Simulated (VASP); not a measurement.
# Si (Fd-3m) in VASP: further runs

Aim: see how the results for Si move with the level of theory and the settings. Levels: PBE, r2SCAN. Tasks: single point.

Program: VASP 6.6.1. These are calculated values, not measurements. Logs are shortened: lines on timing, memory, paths and dates and some standing lists are left out, and cuts for length are marked.

## Step 1: The cell of the first run

Symmetry: Fd-3m, No. 227, cubic system. Conventional cell: a = 5.444 Å, b = 5.444 Å, c = 5.444 Å, α = 90.00°, β = 90.00°, γ = 90.00°. Si (site symmetry -43m) has 4 Si at 2.36 Å within 3.1 Å.

## Step 2: Single point, PBE

The input, INCAR:

```
  PREC = Accurate
  ENCUT = 520
  EDIFF = 1E-6
  ISMEAR = -1
  SIGMA = 0.02
  LREAL = F
  LASPH = T
  NELM = 100
  ALGO = Normal
  ISIF = 2
  LWAVE = F
  LCHARG = F
  GGA = PE
  NBANDS = 11
```

The input, KPOINTS:

```
Automatic mesh
0
Gamma
  8 8 8
```

The input, POSCAR:

```
Si
1.0
    0.0000000000      2.7221188733      2.7221188733
    2.7221188733      0.0000000000      2.7221188733
    2.7221188733      2.7221188733      0.0000000000
Si
2
Direct
    0.0000000000      0.0000000000      0.0000000000
    0.2500000000      0.2500000000      0.2500000000
```

Potentials or basis: VASP PAW PBE potentials, release 64 (Si).

Command:

```sh
cat potpaw_PBE.64/Si/POTCAR > POTCAR
mpirun -np 1 vasp_std > vasp.out
```

OUTCAR:

```text
PREC = Accurate
   ENCUT = 520
   EDIFF = 1E-6
   ISMEAR = -1
   LREAL = F
   LASPH = T
   NELM = 100
   ISIF = 2
   GGA = PE

 ion  position               nearest neighbor table
   1  0.000  0.000  0.000-   2 2.36   2 2.36   2 2.36   2 2.36
   2  0.250  0.250  0.250-   1 2.36   1 2.36   1 2.36   1 2.36

  LATTYP: Found a face centered cubic cell.
 ALAT       =     5.4442377466

  Lattice vectors:

 A1 = (   0.0000000000,   2.7221188733,   2.7221188733)
 A2 = (   2.7221188733,   0.0000000000,   2.7221188733)
 A3 = (   2.7221188733,   2.7221188733,   0.0000000000)

Analysis of symmetry for initial positions (statically):
=====================================================================
 Subroutine PRICEL returns:
 Original cell was already a primitive cell.

 Routine SETGRP: Setting up the symmetry group for a
 face centered cubic supercell.

 Subroutine GETGRP returns: Found 48 space group operations
 (whereof 24 operations were pure point group operations)
 out of a pool of 48 trial point group operations.

The static configuration has the point symmetry T_d .
 The point group associated with its full space group is O_h .

Analysis of symmetry for dynamics (positions and initial velocities):
=====================================================================
 Subroutine PRICEL returns:
 Original cell was already a primitive cell.

 Routine SETGRP: Setting up the symmetry group for a
 face centered cubic supercell.

 Subroutine GETGRP returns: Found 48 space group operations
 (whereof 24 operations were pure point group operations)
 out of a pool of 48 trial point group operations.

The dynamic configuration has the point symmetry T_d .
 The point group associated with its full space group is O_h .

 Subroutine INISYM returns: Found 48 space group operations
 (whereof 24 operations are pure point group operations),
 and found     1 'primitive' translations

----------------------------------------------------------------------------------------

                                     Primitive cell

  volume of cell :      40.3414

  direct lattice vectors                    reciprocal lattice vectors
     0.000000000  2.722118873  2.722118873    -0.183680443  0.183680443  0.183680443
     2.722118873  0.000000000  2.722118873     0.183680443 -0.183680443  0.183680443
     2.722118873  2.722118873  0.000000000     0.183680443  0.183680443 -0.183680443

  length of vectors
     3.849657429  3.849657429  3.849657429     0.318143859  0.318143859  0.318143859

  position of ions in fractional coordinates (direct lattice)
     0.000000000  0.000000000  0.000000000
     0.250000000  0.250000000  0.250000000

  ion indices of the primitive-cell ions
   primitive index   ion index
                 1           1
                 2           2

----------------------------------------------------------------------------------------

 KPOINTS: Automatic mesh

Automatic generation of k-mesh.
 Grid dimensions read from file:
 generate k-points for:    8    8    8

 Generating k-lattice:

  Cartesian coordinates                     Fractional coordinates (reciprocal lattice)
    -0.022960055  0.022960055  0.022960055     0.125000000  0.000000000  0.000000000
     0.022960055 -0.022960055  0.022960055     0.000000000  0.125000000  0.000000000
     0.022960055  0.022960055 -0.022960055     0.000000000  0.000000000  0.125000000

  Length of vectors
     0.039767982  0.039767982  0.039767982

  Shift w.r.t. Gamma in fractional coordinates (k-lattice)
     0.000000000  0.000000000  0.000000000

 Subroutine IBZKPT returns following result:
 ===========================================

 Found     29 irreducible k-points:

 Following reciprocal coordinates:
            Coordinates               Weight
  0.000000  0.000000  0.000000      1.000000
  0.125000  0.000000  0.000000      8.000000
  0.250000  0.000000  0.000000      8.000000
  0.375000  0.000000  0.000000      8.000000
  0.500000  0.000000  0.000000      4.000000
  0.125000  0.125000  0.000000      6.000000
[... 16 lines left out ...]
  0.500000  0.250000  0.125000     48.000000
 -0.375000  0.250000  0.125000     24.000000
 [... further k-points ...]
   k-points           NKPTS =     29   k-points in BZ     NKDIM =     29   number of bands    NBANDS=     11
   number of dos      NEDOS =    301   number of ions     NIONS =      2
   total plane-waves  NPLWV =  27000
   dimension x,y,z NGX =    30 NGY =   30 NGZ =   30
   dimension x,y,z NGXF=    60 NGYF=   60 NGZF=   60
   ions per type =               2
   NGX,Y,Z   is equivalent  to a cutoff of  12.96, 12.96, 12.96 a.u.
   NGXF,Y,Z  is equivalent  to a cutoff of  25.91, 25.91, 25.91 a.u.
 SYSTEM =  unknown system
   PREC   = accura    normal or accurate (medium, high low for compatibility)
   ISTART =      0    job   : 0-new  1-cont  2-samecut
   ICHARG =      2    charge: 1-file 2-atom 10-const
   ISPIN  =      1    spin polarized calculation?
   LNONCOLLINEAR =      F non collinear calculations
   LSORBIT =      F    spin-orbit coupling
   LASPH  =      T    aspherical Exc in radial PAW
   ENCUT  =  520.0 eV  38.22 Ry    6.18 a.u.   7.16  7.16  7.16*2*pi/ulx,y,z
   NELM   =    100;   NELMIN=  2; NELMDL= -5     # of ELM steps
   EDIFF  = 0.1E-05   stopping-criterion for ELM
   LREAL  =      F    real-space projection
   EDIFFG = 0.1E-04   stopping-criterion for IOM
   NSW    =      0    number of steps for IOM
   IBRION =     -1    ionic relax: 0-MD 1-quasi-New 2-CG
   NFREE  =      0    steps in history (QN), initial steepest desc. (CG)
   ISIF   =      2    stress and relaxation
   ISYM   =      2    0-nonsym 1-usesym 2-fastsym
   POTIM  = 0.5000    time-step for ionic-motion
   TEBEG  =    0.0;   TEEND  =   0.0 temperature during run
   PSTRESS=    0.0 pullay stress
   NELECT =       8.0000    total number of electrons
   NUPDOWN=      -1.0000    fix difference up-down
   EMIN   =  10.00;   EMAX   =-10.00  energy-range for DOS
   EFERMI =   0.00;   METHOD = LEGACY
   ISMEAR =    -1;   SIGMA  =   0.02  broadening in eV -4-tet -1-fermi 0-gaus
   EFERMI_NEDOS =   21; number of points for ismear=-14 and -15
   IALGO  =     38    algorithm
   IMIX   =      4    mixing-type and parameters
     AMIX     =   0.40;   BMIX     =  1.00
     AMIX_MAG =   1.60;   BMIX_MAG =  1.00
  volume/ion in A,a.u.               =      20.17       136.12
  Fermi-wavevector in a.u.,A,eV,Ry     =   0.954672  1.804069 12.400344  0.911400
  Thomas-Fermi vector in A             =   2.083440
   LORBIT       =      0    0 simple, 1 ext, 2 COOP (PROOUT), +10 PAW based schemes
   GGA     = PE    functional components
   LHFCALC =     F    Hartree Fock is set to
   AEXX    =    0.0000 exact exchange contribution
   IVDW    =     0    specifies the selected vdW correction
   LEPSILON=     F    determine dielectric tensor
   LRPA    =     F    only Hartree local field effects (RPA)
 non-spin polarized calculation
  energy-cutoff  :      520.00
  volume of cell :       40.34
 maximum number of plane-waves:      1106
 NGX is ok and might be reduce to    30
   NGX = 15   NGY = 15   NGZ = 15

 number of electron       8.0000001 magnetization

 Free energy of the ion-electron system (eV)
  ---------------------------------------------------
  ext. energy  EPLUGINS =         0.00000000
  ---------------------------------------------------
  free energy    TOTEN  =       -10.84397812 eV

  energy without entropy =      -10.84397812  energy(sigma->0) =      -10.84397812

 E-fermi :   6.0586     XC(G=0):  -9.3792

 val. band max:        5.7518353731   @ k =   0.0000   0.0000   0.0000
 cond. band min:       6.3800984585   @ k =   0.3750   0.3750   0.0000
 fundamental gap:      0.6282630855
 Fermi energy:         6.0586228573

 k-point     1 :       0.0000    0.0000    0.0000
  band No.  band energies     occupation
      1      -6.1545      2.00000
      2       5.7518      2.00000
      3       5.7518      2.00000
      4       5.7518      2.00000
      5       8.3140      0.00000
      6       8.3140      0.00000
      7       8.3140      0.00000
      8       9.0397      0.00000
      9      13.4675      0.00000
     10      13.4675      0.00000
     11      13.6818      0.00000

 k-point     2 :       0.1250    0.0000    0.0000
  band No.  band energies     occupation
      1      -5.9517      2.00000
      2       4.1574      2.00000
      3       5.4655      2.00000
      4       5.4655      2.00000
      5       8.2352      0.00000
      6       8.7350      0.00000
      7       8.7350      0.00000
      8      10.4021      0.00000
      9      12.9891      0.00000
     10      12.9891      0.00000
     11      14.4646      0.00000

 k-point     3 :       0.2500    0.0000    0.0000
  band No.  band energies     occupation
      1      -5.3601      2.00000
      2       1.8414      2.00000
      3       4.9981      2.00000
      4       4.9981      2.00000
      5       7.7578      0.00000
      6       9.2528      0.00000
      7       9.2528      0.00000
      8      12.6138      0.00000
      9      12.9439      0.00000
     10      12.9439      0.00000
     11      14.7239      0.00000

 k-point     4 :       0.3750    0.0000    0.0000
  band No.  band energies     occupation
      1      -4.4733      2.00000
      2      -0.1655      2.00000
      3       4.6729      2.00000
      4       4.6729      2.00000
      5       7.3938      0.00000
      6       9.2039      0.00000
      7       9.2039      0.00000
      8      13.6197      0.00000
      9      14.3182      0.00000
     10      14.3182      0.00000
     11      15.3794      0.00000

 k-point     5 :       0.5000    0.0000    0.0000
  band No.  band energies     occupation
      1      -3.8421      2.00000
      2      -1.1791      2.00000
      3       4.5616      2.00000
      4       4.5616      2.00000
      5       7.2657      0.00000
      6       9.0953      0.00000
      7       9.0953      0.00000
      8      13.4712      0.00000
      9      16.2812      0.00000
     10      16.2812      0.00000
     11      17.0459      0.00000
[... 211 lines left out ...]
 k-point    21 :       0.5000    0.5000    0.0000
  band No.  band energies     occupation
      1      -2.0373      2.00000
      2      -2.0373      2.00000
      3       2.9224      2.00000
      4       2.9224      2.00000
      5       6.4768      0.00000
      6       6.4768      0.00000
      7      15.8034      0.00000
      8      15.8034      0.00000
      9      16.7012      0.00000
     10      16.7012      0.00000
     11      18.2460      0.00000

 k-point    22 :       0.3750    0.2500    0.1250
  band No.  band energies     occupation
      1      -4.8339      2.00000
      2       1.4722      2.00000
      3       3.0623      2.00000
      4       4.3353      2.00000
      5       8.1985      0.00000
      6       9.6300      0.00000
      7       9.9481      0.00000
      8      11.2322      0.00000
      9      13.5147      0.00000
     10      15.9533      0.00000
     11      16.7978      0.00000

 k-point    23 :       0.5000    0.2500    0.1250
  band No.  band energies     occupation
      1      -3.9523      2.00000
      2      -0.0679      2.00000
      3       2.4559      2.00000
      4       3.8390      2.00000
      5       8.6255      0.00000
      6       9.2979      0.00000
      7      10.7568      0.00000
      8      11.6674      0.00000
      9      14.7412      0.00000
     10      15.4479      0.00000
     11      17.7177      0.00000

 k-point    24 :      -0.3750    0.2500    0.1250
  band No.  band energies     occupation
      1      -3.3065      2.00000
      2      -1.0038      2.00000
      3       2.3262      2.00000
      4       3.6118      2.00000
      5       8.8049      0.00000
      6       8.8889      0.00000
      7      11.6408      0.00000
      8      12.8502      0.00000
      9      13.1177      0.00000
     10      16.3077      0.00000
     11      17.4000      0.00000

 [... further k-points ...]
[... 5 lines left out ...]
  --------------------------------------------------------------------------------------
  -------------------------------------------------------------------------------------
  Total        0.3116111      0.3116111      0.3116111      0.0000000      0.0000000      0.0000000
  in kB       12.3757722     12.3757722     12.3757722      0.0000000      0.0000000      0.0000000
  external PRESSURE =      12.3757722 kB  Pullay stress =       0.0000000 kB

 VOLUME and BASIS-vectors are now :
 -----------------------------------------------------------------------------
  energy-cutoff  :      520.00
  volume of cell :       40.34
      direct lattice vectors                 reciprocal lattice vectors
     0.000000000  2.722118873  2.722118873    -0.183680443  0.183680443  0.183680443
     2.722118873  0.000000000  2.722118873     0.183680443 -0.183680443  0.183680443
     2.722118873  2.722118873  0.000000000     0.183680443  0.183680443 -0.183680443

 POSITION                                       TOTAL-FORCE (eV/Angst)
 -----------------------------------------------------------------------------------
      0.00000      0.00000      0.00000         0.000000      0.000000     -0.000000
      1.36106      1.36106      1.36106        -0.000000     -0.000000      0.000000
 -----------------------------------------------------------------------------------
    total drift:                               -0.000000     -0.000000     -0.000000

  FREE ENERGIE OF THE ION-ELECTRON SYSTEM (eV)
  ---------------------------------------------------
  free  energy   TOTEN  =       -10.8439781214 eV

  energy  without entropy=      -10.8439781197  energy(sigma->0) =      -10.84397812
```

It took 5.4 s on 1 thread of Intel Xeon 6975P-C (Granite Rapids), shared host; peak memory 0.15 GiB.

Results:

```yaml
Free_energy: -10.8440 eV
Pressure: 1.2 GPa
Band_gap_on_the_k_mesh: 0.63 eV, indirect (least direct gap 2.56 eV)
```

## Step 3: Single point, r2SCAN

POSCAR is that of step 2.

The input, INCAR.step1:

```
SYSTEM = Si
PREC = Accurate
ENCUT = 520
ISMEAR = -1
SIGMA = 0.02
LREAL = .False.
LASPH = .True.
NELM = 60
NBANDS = 11
GGA = PE
ALGO = Normal
EDIFF = 1E-4
LWAVE = .True.
LCHARG = .False.
```

The input, INCAR.step2:

```
SYSTEM = Si
PREC = Accurate
ENCUT = 520
EDIFF = 1E-7
ISMEAR = -1
SIGMA = 0.02
LREAL = .False.
LASPH = .True.
NELM = 60
ALGO = Normal
ISIF = 2
LWAVE = .False.
LCHARG = .False.
METAGGA = R2SCAN
LMIXTAU = .True.
NBANDS = 11
ISTART = 1
```

The input, KPOINTS:

```
regular mesh
0
Gamma
  8 8 8
  0 0 0
```

Potentials or basis: VASP PAW PBE potentials, release 64 (Si).

Command:

```sh
cat potpaw_PBE.64/Si/POTCAR > POTCAR
cp INCAR.step1 INCAR
mpirun -np 1 vasp_std > vasp.out
cp INCAR.step2 INCAR
mpirun -np 1 vasp_std > vasp.out
```

OUTCAR:

```text
SYSTEM = Si
   PREC = Accurate
   ENCUT = 520
   EDIFF = 1E-7
   ISMEAR = -1
   LREAL = .False.
   LASPH = .True.
   NELM = 60
   ISIF = 2
   METAGGA = R2SCAN
   ISTART = 1

 ion  position               nearest neighbor table
   1  0.000  0.000  0.000-   2 2.36   2 2.36   2 2.36   2 2.36
   2  0.250  0.250  0.250-   1 2.36   1 2.36   1 2.36   1 2.36

  LATTYP: Found a face centered cubic cell.
 ALAT       =     5.4442377466

  Lattice vectors:

[... 515 lines left out ...]
      5       9.0401      0.00000
      6       9.0750      0.00000
      7      11.9810      0.00000
      8      13.2529      0.00000
      9      13.5717      0.00000
     10      16.8929      0.00000
     11      18.0903      0.00000

 [... further k-points ...]
[... 5 lines left out ...]
  --------------------------------------------------------------------------------------
  -------------------------------------------------------------------------------------
  Total       -0.0596960     -0.0596960     -0.0596960      0.0000000      0.0000000      0.0000000
  in kB       -2.3708532     -2.3708532     -2.3708532      0.0000000      0.0000000      0.0000000
  external PRESSURE =      -2.3708532 kB  Pullay stress =       0.0000000 kB

 VOLUME and BASIS-vectors are now :
 -----------------------------------------------------------------------------
  energy-cutoff  :      520.00
  volume of cell :       40.34
      direct lattice vectors                 reciprocal lattice vectors
     0.000000000  2.722118873  2.722118873    -0.183680443  0.183680443  0.183680443
     2.722118873  0.000000000  2.722118873     0.183680443 -0.183680443  0.183680443
     2.722118873  2.722118873  0.000000000     0.183680443  0.183680443 -0.183680443

 POSITION                                       TOTAL-FORCE (eV/Angst)
 -----------------------------------------------------------------------------------
      0.00000      0.00000      0.00000        -0.000000     -0.000000     -0.000000
      1.36106      1.36106      1.36106         0.000000      0.000000      0.000000
 -----------------------------------------------------------------------------------
    total drift:                               -0.000000     -0.000000     -0.000000

  FREE ENERGIE OF THE ION-ELECTRON SYSTEM (eV)
  ---------------------------------------------------
  free  energy   TOTEN  =       -17.5471404164 eV

  energy  without entropy=      -17.5471404163  energy(sigma->0) =      -17.54714042
```

OUTCAR.step1:

```text
SYSTEM = Si
   PREC = Accurate
   ENCUT = 520
   ISMEAR = -1
   LREAL = .False.
   LASPH = .True.
[... 559 lines left out ...]
      0.00000      0.00000      0.00000        -0.000000     -0.000000     -0.000000
      1.36106      1.36106      1.36106         0.000000      0.000000      0.000000
 -----------------------------------------------------------------------------------
    total drift:                               -0.000000     -0.000000     -0.000000

  FREE ENERGIE OF THE ION-ELECTRON SYSTEM (eV)
  ---------------------------------------------------
  free  energy   TOTEN  =       -10.8439774204 eV

  energy  without entropy=      -10.8439774187  energy(sigma->0) =      -10.84397742
```

OSZICAR.step1:

```text
N       E                     dE             d eps       ncg     rms          rms(c)
DAV:   1     0.612248872285E+01    0.61225E+01   -0.32798E+03   638   0.568E+02
DAV:   2    -0.104918960630E+02   -0.16614E+02   -0.16048E+02   886   0.834E+01
DAV:   3    -0.110166466833E+02   -0.52475E+00   -0.52293E+00   826   0.122E+01
DAV:   4    -0.110204620990E+02   -0.38154E-02   -0.38151E-02   770   0.126E+00
DAV:   5    -0.110204955489E+02   -0.33450E-04   -0.33449E-04   788   0.111E-01    0.484E+00
DAV:   6    -0.108984689196E+02    0.12203E+00   -0.69390E-02   719   0.108E+00    0.295E+00
DAV:   7    -0.108424703824E+02    0.55999E-01   -0.13423E-01   707   0.162E+00    0.178E-01
DAV:   8    -0.108437434352E+02   -0.12731E-02   -0.58926E-03   731   0.414E-01    0.802E-02
DAV:   9    -0.108439528787E+02   -0.20944E-03   -0.20185E-04   786   0.867E-02    0.590E-02
DAV:  10    -0.108439774204E+02   -0.24542E-04   -0.20346E-05   446   0.265E-02
   1 F= -.10843977E+02 E0= -.10843977E+02  d E =-.170655E-08
```

Run time: 24 s. Hardware: 1 thread of Intel Xeon 6975P-C (Granite Rapids), shared host; peak memory 0.16 GiB.

What came out:

```yaml
Free_energy: -17.5471 eV
Pressure: -0.2 GPa
Band_gap_on_the_k_mesh: 0.83 eV, indirect (least direct gap 2.75 eV)
```

Levels at points of the mesh, in eV from the valence-band top:
```tsv
k point	band 2	band 3	band 4	band 5	band 6	band 7
(0.00, 0.00, 0.00)	0.00	0.00	0.00	2.75	2.75	2.75
(0.50, 0.00, 0.00)	-7.23	-1.27	-1.27	1.86	3.59	3.59
(0.50, 0.50, 0.00)	-8.13	-2.99	-2.99	0.93	0.93	10.81
```

Caveat: the PAW data sets were made with another functional, which shifts forces and pressure a little.
